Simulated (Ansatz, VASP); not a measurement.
**Ge: VASP beside Ansatz**

```
CELL_PARAMETERS angstrom
3.83600 0.00000 0.00000
-1.91800 3.32207 0.00000
0.00000 0.00000 28.00000
ATOMIC_POSITIONS crystal
Ge 0.33333 0.66667 0.51571
Ge 0.66667 0.33333 0.48429
```

Alike in both runs: task single point; functional PBE; dispersion D3(BJ); k mesh 12 × 12 × 1; occupations gaussian, width 0.1 eV; no spin polarisation.

|  | VASP | Ansatz |
| --- | --- | --- |
| version | VASP 6.6.1 | Ansatz 0.2.0 |
| potentials or method | VASP PAW PBE potentials, release 64 (Ge_d), cutoff 520 eV | scalar-relativistic, plane waves, PAW |
| valence electrons in the cell | 28 | 28 |

VASP gave:

| Quantity | Value |
| --- | --- |
| gap on the k mesh at the Fermi level (eV) | none |
| rms of the force components (eV/Å) | 0.237 |
| work function, face that differs most (eV) | 4.09 |

**Question.** What did Ansatz give for the same quantities?

**Answer.** gap on the k mesh at the Fermi level (eV): none; rms of the force components (eV/Å): 0.234; work function, face that differs most (eV): 4.09.

Atom by atom the forces differ by 0.002 eV/Å (rms over components). A gap of «none» marks a metal or a gap that the smearing closes.
